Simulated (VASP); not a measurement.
# KZnF3 (Cmmm) in VASP: single point with r2SCAN

Aim: the single point of KZnF3 with r2SCAN.

Program: VASP 6.6.1. These are calculated values, not measurements. Logs are shortened: lines on timing, memory, paths and dates and some standing lists are left out, and cuts for length are marked.

## (1) The cell of the first run

It takes space group Cmmm (No. 65, orthorhombic). The conventional cell has a = 5.665 Å, b = 5.779 Å, c = 4.046 Å, α = 90.00°, β = 90.00°, γ = 90.00°. Within 3.7 Å of K (site symmetry mmm) lie 12 F at 2.83 to 2.89 Å and 8 Zn at 3.48 to 3.53 Å. Zn (site symmetry mmm) has 6 F at 2.02 Å within 2.7 Å. Within 2.7 Å of F (site symmetry mmm) lie 2 Zn at 2.02 Å. Within 2.7 Å of F (site symmetry 2/m) lie 2 Zn at 2.02 Å.

## (2) Single point, r2SCAN (shear xy strain -2.0%)

POSCAR

```
KZnF3
1.0
    4.0461677399     -0.0404616774      0.0000000000
   -0.0404616774      4.0461677399      0.0000000000
    0.0000000000      0.0000000000      4.0461677399
K Zn F
1 1 3
Direct
    0.0000000000      0.0000000000      0.0000000000
    0.5000000000      0.5000000000      0.5000000000
    0.5000000000      0.5000000000      0.0000000000
    0.5000000000      0.0000000000      0.5000000000
    0.0000000000      0.5000000000      0.5000000000
```

INCAR.step1

```
ALGO = Normal
EDIFF = 1E-4
ENCUT = 520
GGA = PE
ISMEAR = 0
LASPH = True
LCHARG = False
LREAL = False
LWAVE = True
NBANDS = 29
NELM = 60
PREC = Accurate
SIGMA = 0.01
```

INCAR.step2

```
ALGO = Normal
EDIFF = 1E-6
ENCUT = 520
ISIF = 2
ISMEAR = 0
ISTART = 1
LASPH = True
LCHARG = False
LMIXTAU = True
LREAL = False
LWAVE = False
METAGGA = R2SCAN
NBANDS = 29
NELM = 60
PREC = Accurate
SIGMA = 0.01
```

KPOINTS

```
k-points
0
Gamma
  6 6 6
```

Potentials or basis: VASP PAW PBE potentials, release 64 (K_sv, Zn, F).

The run is started by

```
> cat potpaw_PBE.64/K_sv/POTCAR potpaw_PBE.64/Zn/POTCAR potpaw_PBE.64/F/POTCAR > POTCAR
> cp INCAR.step1 INCAR
> mpirun -np 1 vasp_std > vasp.out
> cp INCAR.step2 INCAR
> mpirun -np 1 vasp_std > vasp.out
```

OUTCAR:

```text
EDIFF = 1E-6
   ENCUT = 520
   ISIF = 2
   ISMEAR = 0
   ISTART = 1
   LASPH = True
   LREAL = False
   METAGGA = R2SCAN
   NELM = 60
   PREC = Accurate

 ion  position               nearest neighbor table
   1  0.000  0.000  0.000-   3 2.83   3 2.83
   2  0.500  0.500  0.500-   3 2.02   3 2.02   5 2.02   4 2.02   4 2.02   5 2.02
   3  0.500  0.500  0.000-   2 2.02   2 2.02   1 2.83   1 2.83
   4  0.500  0.000  0.500-   2 2.02   2 2.02
   5  0.000  0.500  0.500-   2 2.02   2 2.02

  LATTYP: Found a base centered orthorhombic cell.
 ALAT       =     5.6649238405
 B/A-ratio  =     1.0202020202
 C/A-ratio  =     0.7142492739

  Lattice vectors:

 A1 = (   4.0461677399,  -0.0404616774,   0.0000000000)
 A2 = (  -0.0404616774,   4.0461677399,   0.0000000000)
 A3 = (   0.0000000000,   0.0000000000,   4.0461677399)

Analysis of symmetry for initial positions (statically):
=====================================================================
 Subroutine PRICEL returns:
 Original cell was already a primitive cell.

 Routine SETGRP: Setting up the symmetry group for a
 base centered orthorhombic supercell.

 Subroutine GETGRP returns: Found  8 space group operations
 (whereof  8 operations were pure point group operations)
 out of a pool of  8 trial point group operations.

The static configuration has the point symmetry D_2h.

Analysis of symmetry for dynamics (positions and initial velocities):
=====================================================================
 Subroutine PRICEL returns:
 Original cell was already a primitive cell.

 Routine SETGRP: Setting up the symmetry group for a
 base centered orthorhombic supercell.

 Subroutine GETGRP returns: Found  8 space group operations
 (whereof  8 operations were pure point group operations)
 out of a pool of  8 trial point group operations.

The dynamic configuration has the point symmetry D_2h.

 Subroutine INISYM returns: Found  8 space group operations
 (whereof  8 operations are pure point group operations),
 and found     1 'primitive' translations

----------------------------------------------------------------------------------------

                                     Primitive cell

  volume of cell :      66.2351

  direct lattice vectors                    reciprocal lattice vectors
     4.046167740 -0.040461677  0.000000000     0.247172158  0.002471722  0.000000000
    -0.040461677  4.046167740  0.000000000     0.002471722  0.247172158  0.000000000
     0.000000000  0.000000000  4.046167740     0.000000000  0.000000000  0.247147440

  length of vectors
     4.046370043  4.046370043  4.046167740     0.247184516  0.247184516  0.247147440

  position of ions in fractional coordinates (direct lattice)
     0.000000000  0.000000000  0.000000000
     0.500000000  0.500000000  0.500000000
     0.500000000  0.500000000  0.000000000
     0.500000000  0.000000000  0.500000000
     0.000000000  0.500000000  0.500000000

  ion indices of the primitive-cell ions
   primitive index   ion index
                 1           1
                 2           2
                 3           3
                 4           4
                 5           5

----------------------------------------------------------------------------------------

 KPOINTS: k-points

Automatic generation of k-mesh.
 Grid dimensions read from file:
 generate k-points for:    6    6    6

 Generating k-lattice:

  Cartesian coordinates                     Fractional coordinates (reciprocal lattice)
     0.041195360  0.000411954  0.000000000     0.166666667  0.000000000  0.000000000
     0.000411954  0.041195360  0.000000000     0.000000000  0.166666667  0.000000000
     0.000000000  0.000000000  0.041191240     0.000000000  0.000000000  0.166666667

  Length of vectors
     0.041197419  0.041197419  0.041191240

  Shift w.r.t. Gamma in fractional coordinates (k-lattice)
     0.000000000  0.000000000  0.000000000

 Subroutine IBZKPT returns following result:
 ===========================================

 Found     52 irreducible k-points:

 Following reciprocal coordinates:
            Coordinates               Weight
  0.000000  0.000000  0.000000      1.000000
  0.166667 -0.000000  0.000000      4.000000
  0.333333  0.000000  0.000000      4.000000
  0.500000 -0.000000  0.000000      2.000000
  0.166667  0.166667  0.000000      2.000000
  0.333333  0.166667  0.000000      4.000000
[... 16 lines left out ...]
  0.333333  0.333333  0.166667      4.000000
  0.500000  0.333333  0.166667      8.000000
 [... further k-points ...]
   k-points           NKPTS =     52   k-points in BZ     NKDIM =     52   number of bands    NBANDS=     29
   number of dos      NEDOS =    301   number of ions     NIONS =      5
   total plane-waves  NPLWV =  27000
   dimension x,y,z NGX =    30 NGY =   30 NGZ =   30
   dimension x,y,z NGXF=    60 NGYF=   60 NGZF=   60
   ions per type =               1   1   3
   NGX,Y,Z   is equivalent  to a cutoff of  12.33, 12.33, 12.33 a.u.
   NGXF,Y,Z  is equivalent  to a cutoff of  24.65, 24.65, 24.65 a.u.
 SYSTEM =  unknown system
   PREC   = accura    normal or accurate (medium, high low for compatibility)
   ISTART =      1    job   : 0-new  1-cont  2-samecut
   ICHARG =      0    charge: 1-file 2-atom 10-const
   ISPIN  =      1    spin polarized calculation?
   LNONCOLLINEAR =      F non collinear calculations
   LSORBIT =      F    spin-orbit coupling
   LASPH  =      T    aspherical Exc in radial PAW
   ENCUT  =  520.0 eV  38.22 Ry    6.18 a.u.   7.52  7.52  7.52*2*pi/ulx,y,z
   NELM   =     60;   NELMIN=  2; NELMDL=  0     # of ELM steps
   EDIFF  = 0.1E-05   stopping-criterion for ELM
   LREAL  =      F    real-space projection
   EDIFFG = 0.1E-04   stopping-criterion for IOM
   NSW    =      0    number of steps for IOM
   IBRION =     -1    ionic relax: 0-MD 1-quasi-New 2-CG
   NFREE  =      0    steps in history (QN), initial steepest desc. (CG)
   ISIF   =      2    stress and relaxation
   ISYM   =      2    0-nonsym 1-usesym 2-fastsym
   POTIM  = 0.5000    time-step for ionic-motion
   TEBEG  =    0.0;   TEEND  =   0.0 temperature during run
   PSTRESS=    0.0 pullay stress
   NELECT =      42.0000    total number of electrons
   NUPDOWN=      -1.0000    fix difference up-down
   EMIN   =  10.00;   EMAX   =-10.00  energy-range for DOS
   EFERMI =   0.00;   METHOD = LEGACY
   ISMEAR =     0;   SIGMA  =   0.01  broadening in eV -4-tet -1-fermi 0-gaus
   EFERMI_NEDOS =   21; number of points for ismear=-14 and -15
   IALGO  =     38    algorithm
   IMIX   =      4    mixing-type and parameters
     AMIX     =   0.40;   BMIX     =  1.00
     AMIX_MAG =   1.60;   BMIX_MAG =  1.00
  volume/ion in A,a.u.               =      13.25        89.40
  Fermi-wavevector in a.u.,A,eV,Ry     =   1.406464  2.657831 26.914230  1.978140
  Thomas-Fermi vector in A             =   2.528821
   LORBIT       =      0    0 simple, 1 ext, 2 COOP (PROOUT), +10 PAW based schemes
   METAGGA = R2SCAN    functional components
   LHFCALC =     F    Hartree Fock is set to
   AEXX    =    0.0000 exact exchange contribution
   IVDW    =     0    specifies the selected vdW correction
   LEPSILON=     F    determine dielectric tensor
   LRPA    =     F    only Hartree local field effects (RPA)
 non-spin polarized calculation
 Gauss-broadening in eV      SIGMA  =   0.01
  energy-cutoff  :      520.00
  volume of cell :       66.24
 maximum number of plane-waves:      1805
   NGX = 15   NGY = 15   NGZ = 15

 number of electron      41.9999980 magnetization

 Free energy of the ion-electron system (eV)
  ---------------------------------------------------
  ext. energy  EPLUGINS =         0.00000000
  ---------------------------------------------------
  free energy    TOTEN  =       -38.35269092 eV

  energy without entropy =      -38.35269092  energy(sigma->0) =      -38.35269092

 E-fermi :  -1.1548     XC(G=0): -10.4897

 val. band max:       -1.2080326180   @ k =   0.5000   0.5000   0.5000
 cond. band min:       3.3770088360   @ k =   0.0000   0.0000   0.0000
 fundamental gap:      4.5850414541
 Fermi energy:        -1.1548163685

 k-point     1 :       0.0000    0.0000    0.0000
  band No.  band energies     occupation
      1     -29.3986      2.00000
      2     -24.0777      2.00000
      3     -23.4782      2.00000
      4     -23.4756      2.00000
      5     -12.1280      2.00000
      6     -12.1204      2.00000
[... 21 lines left out ...]
     28      10.6088      0.00000
     29      13.9090      0.00000

 k-point     2 :       0.1667   -0.0000    0.0000
  band No.  band energies     occupation
      1     -29.3930      2.00000
      2     -24.0466      2.00000
      3     -23.5051      2.00000
      4     -23.4759      2.00000
      5     -12.1221      2.00000
      6     -12.1093      2.00000
[... 21 lines left out ...]
     28      10.6687      0.00000
     29      13.7446      0.00000

 k-point     3 :       0.3333    0.0000    0.0000
  band No.  band energies     occupation
      1     -29.3816      2.00000
      2     -23.9733      2.00000
      3     -23.5738      2.00000
      4     -23.4726      2.00000
      5     -12.1186      2.00000
      6     -12.0868      2.00000
[... 21 lines left out ...]
     28      10.8254      0.00000
     29      13.2278      0.00000

 k-point     4 :       0.5000   -0.0000    0.0000
  band No.  band energies     occupation
      1     -29.3758      2.00000
      2     -23.9256      2.00000
      3     -23.6192      2.00000
      4     -23.4711      2.00000
      5     -12.1180      2.00000
      6     -12.0755      2.00000
[... 597 lines left out ...]
     28      10.8152      0.00000
     29      13.5634      0.00000

 k-point    23 :       0.3333    0.3333    0.1667
  band No.  band energies     occupation
      1     -29.3647      2.00000
      2     -23.8191      2.00000
      3     -23.6040      2.00000
      4     -23.5443      2.00000
      5     -12.1792      2.00000
      6     -12.1596      2.00000
[... 21 lines left out ...]
     28      11.1401      0.00000
     29      12.6762      0.00000

 k-point    24 :       0.5000    0.3333    0.1667
  band No.  band energies     occupation
      1     -29.3608      2.00000
      2     -23.7630      2.00000
      3     -23.6296      2.00000
      4     -23.5594      2.00000
      5     -12.1927      2.00000
      6     -12.1812      2.00000
[... 21 lines left out ...]
     28      11.6037      0.00000
     29      12.2353      0.00000

 [... further k-points ...]
[... 5 lines left out ...]
  --------------------------------------------------------------------------------------
  -------------------------------------------------------------------------------------
  Total        0.1345790      0.1345790      0.1216730      0.3129406      0.0000000      0.0000000
  in kB        3.2553660      3.2553660      2.9431788      7.5697980      0.0000000      0.0000000
  external PRESSURE =       3.1513036 kB  Pullay stress =       0.0000000 kB

 VOLUME and BASIS-vectors are now :
 -----------------------------------------------------------------------------
  energy-cutoff  :      520.00
  volume of cell :       66.24
      direct lattice vectors                 reciprocal lattice vectors
     4.046167740 -0.040461677  0.000000000     0.247172158  0.002471722  0.000000000
    -0.040461677  4.046167740  0.000000000     0.002471722  0.247172158  0.000000000
     0.000000000  0.000000000  4.046167740     0.000000000  0.000000000  0.247147440

 POSITION                                       TOTAL-FORCE (eV/Angst)
 -----------------------------------------------------------------------------------
      0.00000      0.00000      0.00000         0.000000     -0.000000      0.000000
      2.00285      2.00285      2.02308        -0.000000      0.000000      0.000000
      2.00285      2.00285      0.00000        -0.000000     -0.000000      0.000000
      2.02308     -0.02023      2.02308         0.000000     -0.000000      0.000000
     -0.02023      2.02308      2.02308         0.000000     -0.000000      0.000000
 -----------------------------------------------------------------------------------
    total drift:                                0.000000      0.000000     -0.000000

  FREE ENERGIE OF THE ION-ELECTRON SYSTEM (eV)
  ---------------------------------------------------
  free  energy   TOTEN  =       -38.3526909175 eV

  energy  without entropy=      -38.3526909175  energy(sigma->0) =      -38.35269092
```

Run time: 5.6 min. Hardware: 1 thread of AMD EPYC 7R43 (Zen 3), shared host; peak memory 0.2 GiB.

Results:

```
Free energy            : -38.3527 eV
Pressure               : 0.3 GPa
Band gap on the k mesh : 4.58 eV (least direct gap 6.55 eV)
```

Stress tensor (GPa, compression positive):
```
0.33 0.76 0.00
0.76 0.33 0.00
0.00 0.00 0.29
```

Caveat: the cell differs from its parent crystal (shear xy strain -2.0%); the PAW data sets were made with another functional, which shifts forces and pressure a little. A k mesh can miss the band edges.
